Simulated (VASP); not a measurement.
# Ge (Fd-3m) in VASP: a series of runs, part 2 of 3

VASP 6.6.1. Earlier steps stand in the parts before.

### 3 Relaxation of cell and atoms, PBEsol

This run uses another cell than the first one, of 23.91 Å³/atom, 1.123 times its volume.

INCAR reads:

```
SYSTEM = Ge
PREC     = Accurate       ! precision mode
ENCUT    = 600            ! plane-wave cutoff, eV
EDIFF    = 1E-7           ! SCF threshold, eV
ISMEAR   = -1             ! smearing method
SIGMA    = 0.02           ! smearing width, eV
LREAL    = .False.        ! projectors in reciprocal space
LASPH    = .True.         ! aspherical terms in the spheres
NELM     = 80             ! most SCF steps
ALGO     = Normal         ! electronic algorithm
ISIF     = 3              ! what is computed and relaxed
LWAVE    = .False.        ! write WAVECAR
LCHARG   = .False.        ! write CHGCAR
GGA      = PS             ! functional
IBRION   = 2              ! ionic algorithm
NSW      = 80             ! ionic steps
EDIFFG   = -0.005         ! ionic threshold
```

KPOINTS reads:

```
regular mesh
0
Gamma
  8 8 8
  0 0 0
```

POSCAR reads:

```
Ge
1.0
    0.0000000000      2.8806946128      2.8806946128
    2.8806946128      0.0000000000      2.8806946128
    2.8806946128      2.8806946128      0.0000000000
Ge
2
Direct
    0.0000000000      0.0000000000      0.0000000000
    0.2500000000      0.2500000000      0.2500000000
```

Potentials or basis: VASP PAW PBE potentials, release 64 (Ge_d).

Command:

```
$ cat potpaw_PBE.64/Ge_d/POTCAR > POTCAR
$ mpirun -np 1 vasp_std > vasp.out
```

OUTCAR:

```text
SYSTEM = Ge
   PREC = Accurate
   ENCUT = 600
   EDIFF = 1E-7
   ISMEAR = -1
   LREAL = .False.
   LASPH = .True.
   NELM = 80
   ISIF = 3
   GGA = PS
   IBRION = 2
   NSW = 80
   EDIFFG = -0.005

 ion  position               nearest neighbor table
   1  0.000  0.000  0.000-   2 2.49   2 2.49   2 2.49   2 2.49
   2  0.250  0.250  0.250-   1 2.49   1 2.49   1 2.49   1 2.49

  LATTYP: Found a face centered cubic cell.
 ALAT       =     5.7613892256

  Lattice vectors:

 A1 = (   0.0000000000,   2.8806946128,   2.8806946128)
 A2 = (   2.8806946128,   0.0000000000,   2.8806946128)
 A3 = (   2.8806946128,   2.8806946128,   0.0000000000)

Analysis of symmetry for initial positions (statically):
=====================================================================
 Subroutine PRICEL returns:
 Original cell was already a primitive cell.

 Routine SETGRP: Setting up the symmetry group for a
 face centered cubic supercell.

 Subroutine GETGRP returns: Found 48 space group operations
 (whereof 24 operations were pure point group operations)
 out of a pool of 48 trial point group operations.

The static configuration has the point symmetry T_d .
 The point group associated with its full space group is O_h .

Analysis of symmetry for dynamics (positions and initial velocities):
=====================================================================
 Subroutine PRICEL returns:
 Original cell was already a primitive cell.

 Routine SETGRP: Setting up the symmetry group for a
 face centered cubic supercell.

 Subroutine GETGRP returns: Found 48 space group operations
 (whereof 24 operations were pure point group operations)
 out of a pool of 48 trial point group operations.

The dynamic configuration has the point symmetry T_d .
 The point group associated with its full space group is O_h .

 Subroutine INISYM returns: Found 48 space group operations
 (whereof 24 operations are pure point group operations),
 and found     1 'primitive' translations

----------------------------------------------------------------------------------------

                                     Primitive cell

  volume of cell :      47.8103

  direct lattice vectors                    reciprocal lattice vectors
     0.000000000  2.880694613  2.880694613    -0.173569249  0.173569249  0.173569249
     2.880694613  0.000000000  2.880694613     0.173569249 -0.173569249  0.173569249
     2.880694613  2.880694613  0.000000000     0.173569249  0.173569249 -0.173569249

  length of vectors
     4.073917390  4.073917390  4.073917390     0.300630758  0.300630758  0.300630758

  position of ions in fractional coordinates (direct lattice)
     0.000000000  0.000000000  0.000000000
     0.250000000  0.250000000  0.250000000

  ion indices of the primitive-cell ions
   primitive index   ion index
                 1           1
                 2           2

----------------------------------------------------------------------------------------

 KPOINTS: regular mesh

Automatic generation of k-mesh.
 Grid dimensions read from file:
 generate k-points for:    8    8    8

 Generating k-lattice:

  Cartesian coordinates                     Fractional coordinates (reciprocal lattice)
    -0.021696156  0.021696156  0.021696156     0.125000000  0.000000000  0.000000000
     0.021696156 -0.021696156  0.021696156     0.000000000  0.125000000  0.000000000
     0.021696156  0.021696156 -0.021696156     0.000000000  0.000000000  0.125000000

  Length of vectors
     0.037578845  0.037578845  0.037578845

  Shift w.r.t. Gamma in fractional coordinates (k-lattice)
     0.000000000  0.000000000  0.000000000

 Subroutine IBZKPT returns following result:
 ===========================================

 Found     29 irreducible k-points:

 Following reciprocal coordinates:
            Coordinates               Weight
  0.000000  0.000000  0.000000      1.000000
  0.125000  0.000000  0.000000      8.000000
  0.250000  0.000000  0.000000      8.000000
  0.375000  0.000000  0.000000      8.000000
  0.500000  0.000000  0.000000      4.000000
  0.125000  0.125000  0.000000      6.000000
[... 16 lines left out ...]
  0.500000  0.250000  0.125000     48.000000
 -0.375000  0.250000  0.125000     24.000000
 [... further k-points ...]
   k-points           NKPTS =     29   k-points in BZ     NKDIM =     29   number of bands    NBANDS=     18
   number of dos      NEDOS =    301   number of ions     NIONS =      2
   total plane-waves  NPLWV =  46656
   dimension x,y,z NGX =    36 NGY =   36 NGZ =   36
   dimension x,y,z NGXF=    72 NGYF=   72 NGZF=   72
   ions per type =               2
   NGX,Y,Z   is equivalent  to a cutoff of  14.69, 14.69, 14.69 a.u.
   NGXF,Y,Z  is equivalent  to a cutoff of  29.38, 29.38, 29.38 a.u.
 SYSTEM =  Ge
   PREC   = accura    normal or accurate (medium, high low for compatibility)
   ISTART =      0    job   : 0-new  1-cont  2-samecut
   ICHARG =      2    charge: 1-file 2-atom 10-const
   ISPIN  =      1    spin polarized calculation?
   LNONCOLLINEAR =      F non collinear calculations
   LSORBIT =      F    spin-orbit coupling
   LASPH  =      T    aspherical Exc in radial PAW
   ENCUT  =  600.0 eV  44.10 Ry    6.64 a.u.   8.14  8.14  8.14*2*pi/ulx,y,z
   NELM   =     80;   NELMIN=  2; NELMDL= -5     # of ELM steps
   EDIFF  = 0.1E-06   stopping-criterion for ELM
   LREAL  =      F    real-space projection
   EDIFFG = -.5E-02   stopping-criterion for IOM
   NSW    =     80    number of steps for IOM
   IBRION =      2    ionic relax: 0-MD 1-quasi-New 2-CG
   NFREE  =      1    steps in history (QN), initial steepest desc. (CG)
   ISIF   =      3    stress and relaxation
   ISYM   =      2    0-nonsym 1-usesym 2-fastsym
   POTIM  = 0.5000    time-step for ionic-motion
   TEBEG  =    0.0;   TEEND  =   0.0 temperature during run
   PSTRESS=    0.0 pullay stress
   NELECT =      28.0000    total number of electrons
   NUPDOWN=      -1.0000    fix difference up-down
   EMIN   =  10.00;   EMAX   =-10.00  energy-range for DOS
   EFERMI =   0.00;   METHOD = LEGACY
   ISMEAR =    -1;   SIGMA  =   0.02  broadening in eV -4-tet -1-fermi 0-gaus
   EFERMI_NEDOS =   21; number of points for ismear=-14 and -15
   IALGO  =     38    algorithm
   IMIX   =      4    mixing-type and parameters
     AMIX     =   0.40;   BMIX     =  1.00
     AMIX_MAG =   1.60;   BMIX_MAG =  1.00
  volume/ion in A,a.u.               =      23.91       161.32
  Fermi-wavevector in a.u.,A,eV,Ry     =   1.369684  2.588327 25.524985  1.876033
  Thomas-Fermi vector in A             =   2.495537
   LORBIT       =      0    0 simple, 1 ext, 2 COOP (PROOUT), +10 PAW based schemes
   GGA     = PS    functional components
   LHFCALC =     F    Hartree Fock is set to
   AEXX    =    0.0000 exact exchange contribution
   IVDW    =     0    specifies the selected vdW correction
   LEPSILON=     F    determine dielectric tensor
   LRPA    =     F    only Hartree local field effects (RPA)
 conjugate gradient relaxation of ions
 non-spin polarized calculation
  energy-cutoff  :      600.00
  volume of cell :       47.81
 maximum number of plane-waves:      1639
 NGX is ok and might be reduce to    36
   NGX = 17   NGY = 17   NGZ = 17

--------------------------------------- Ionic step        1  -------------------------------------------

 number of electron      28.0000001 magnetization

 Free energy of the ion-electron system (eV)
  ---------------------------------------------------
  ext. energy  EPLUGINS =         0.00000000
  ---------------------------------------------------
  free energy    TOTEN  =        -9.84453638 eV

  energy without entropy =       -9.84424114  energy(sigma->0) =       -9.84438876

 E-fermi :   4.3051     XC(G=0):  -9.8721

 val. band max:        4.0356752967   @ k =   0.1250   0.0000   0.0000
 cond. band min:       4.3113318879   @ k =   0.5000   0.0000   0.0000
 fundamental gap:      0.2756565912
 Fermi energy:         4.3050597885

 k-point     1 :       0.0000    0.0000    0.0000
  band No.  band energies     occupation
      1     -20.3447      2.00000
      2     -20.3447      2.00000
      3     -20.3447      2.00000
      4     -20.3122      2.00000
      5     -20.3122      2.00000
      6     -20.1280      2.00000
[... 10 lines left out ...]
     17       6.8546      0.00000
     18       6.8546      0.00000
[... 660 lines left out ...]
  energy  without entropy=       -9.8634540275  energy(sigma->0) =       -9.86354514

--------------------------------------- Ionic step        6  -------------------------------------------

 number of electron      27.9999992 magnetization

 Free energy of the ion-electron system (eV)
  ---------------------------------------------------
  ext. energy  EPLUGINS =         0.00000000
  ---------------------------------------------------
  free energy    TOTEN  =        -9.86363669 eV

  energy without entropy =       -9.86345454  energy(sigma->0) =       -9.86354562

 E-fermi :   4.7834     XC(G=0): -10.0815

 val. band max:        4.7714267338   @ k =   0.0000   0.0000   0.0000
 cond. band min:       4.8644316452   @ k =   0.5000   0.0000   0.0000
 fundamental gap:      0.0930049115
 Fermi energy:         4.7834126725

 k-point     1 :       0.0000    0.0000    0.0000
  band No.  band energies     occupation
      1     -19.9778      2.00000
      2     -19.9778      2.00000
      3     -19.9778      2.00000
      4     -19.9420      2.00000
      5     -19.9420      2.00000
      6     -19.7350      2.00000
[... 10 lines left out ...]
     17       7.2983      0.00000
     18       7.2983      0.00000
[... 512 lines left out ...]
  FREE ENERGIE OF THE ION-ELECTRON SYSTEM (eV)
  ---------------------------------------------------
  free  energy   TOTEN  =        -9.8636366911 eV

  energy  without entropy=       -9.8634545404  energy(sigma->0) =       -9.86354562

 reached required accuracy - stopping structural energy minimisation
```

Run time: 64 s. Hardware: 1 thread of Intel Xeon 6975P-C (Granite Rapids), shared host; peak memory 0.21 GiB.

Results:

- Free energy: -9.8636 eV
- Relaxed volume: 22.86 Å³/atom
- Relaxed cell: a = 4.013 Å, b = 4.013 Å, c = 4.013 Å, α = 60.00°, β = 60.00°, γ = 60.00°
- Space group after relaxing (to 0.05 Å): Fd-3m (No. 227)
- Energy gained by relaxing: 9.6 meV/atom
- Ionic steps: 6
- Pressure after relaxing: 0.0 GPa
- Band gap on the k mesh: zero (filled and empty bands touch)

The path:
```
step  energy change (eV)  largest force (eV/Å)  pressure (GPa)  volume (Å³)
   1              0.0000                0.0000           -2.75        47.81
   2             -0.0172                0.0000            0.95        45.03
   3             -0.0191                0.0000            0.13        45.66
   4             -0.0191                0.0000           -0.10        45.76
   5             -0.0191                0.0000           -0.06        45.72
   6             -0.0191                0.0000           -0.02        45.71
```

Final structure:
```xyz
2
Lattice="0.0000 2.8380 2.8380 2.8380 0.0000 2.8380 2.8380 2.8380 0.0000" Properties=species:S:1:pos:R:3 pbc="T T T"
Ge    0.0000    0.0000    0.0000
Ge    1.4190    1.4190    1.4190
```

Levels at points of the mesh, in eV from the Fermi level:
```tsv
k point	band 11	band 12	band 13	band 14	band 15	band 16	band 17	band 18
(0.00, 0.00, 0.00)	-12.74	-0.11	-0.01	-0.01	-0.01	2.51	2.51	2.51
(0.50, 0.00, 0.00)	-10.66	-7.60	-1.41	-1.41	0.08	3.69	3.69	6.95
(0.50, 0.50, 0.00)	-8.88	-8.88	-3.07	-3.07	0.66	0.66	9.40	9.40
```

Caveat: the PAW data sets were made with another functional, which shifts forces and pressure a little.

### 4 Relaxation of cell and atoms, LDA

This run uses another cell than the first one, of 23.91 Å³/atom, 1.123 times its volume.

INCAR reads:

```
  PREC = Accurate
  ENCUT = 600
  EDIFF = 1E-6
  ISMEAR = -1
  SIGMA = 0.02
  LREAL = F
  LASPH = T
  NELM = 80
  ALGO = Normal
  ISIF = 3
  LWAVE = F
  LCHARG = F
  IBRION = 2
  NSW = 80
  EDIFFG = -0.005
```

KPOINTS reads:

```
regular mesh
0
Gamma
  8 8 8
```

POSCAR is that of step 3.

Potentials or basis: VASP PAW LDA potentials, release 64 (Ge_d).

Command:

```
$ cat potpaw_LDA.64/Ge_d/POTCAR > POTCAR
$ mpirun -np 1 vasp_std > vasp.out
```

Run time: 52 s. Hardware: 1 thread of Intel Xeon 6975P-C (Granite Rapids), shared host; peak memory 0.19 GiB.

Results (log left out):

| Quantity | Value |
| --- | --- |
| Free energy | -10.3810 eV |
| Relaxed volume | 22.25 Å³/atom |
| Relaxed cell | a = 3.978 Å, b = 3.978 Å, c = 3.978 Å, α = 60.00°, β = 60.00°, γ = 60.00° |
| Space group after relaxing (to 0.05 Å) | Fd-3m (No. 227) |
| Energy gained by relaxing | 23.7 meV/atom |
| Ionic steps | 7 |
| Pressure after relaxing | 0.0 GPa |

Step by step:
```csv
step,energy change (eV),largest force (eV/Å),pressure (GPa),volume (Å³)
1,0.0000,0.0000,-4.33,47.81
2,-0.0425,0.0000,1.41,43.48
3,-0.0474,0.0000,0.15,44.45
4,-0.0474,0.0000,-0.29,44.55
5,-0.0474,0.0000,-0.16,44.53
6,-0.0474,0.0000,-0.04,44.51
7,-0.0474,0.0000,-0.01,44.50
```

Final structure:
```
Ge
1.0
     0.00000    2.81270    2.81270
     2.81270    0.00000    2.81270
     2.81270    2.81270    0.00000
Ge
2
Direct
  0.00000 0.00000 0.00000
  0.25000 0.25000 0.25000
```

Levels at points of the mesh, in eV from the Fermi level:
```csv
k point,band 10,band 11,band 12,band 13,band 14,band 15,band 16,band 17,band 18
"(0.00, 0.00, 0.00)",-24.72,-12.96,-0.02,-0.02,-0.02,-0.01,2.51,2.51,2.51
"(0.50, 0.00, 0.00)",-24.69,-10.83,-7.74,-1.46,-1.46,0.09,3.70,3.70,6.95
"(0.50, 0.50, 0.00)",-24.67,-9.01,-9.01,-3.16,-3.16,0.62,0.62,9.53,9.53
```

[end of part 2 of 3]
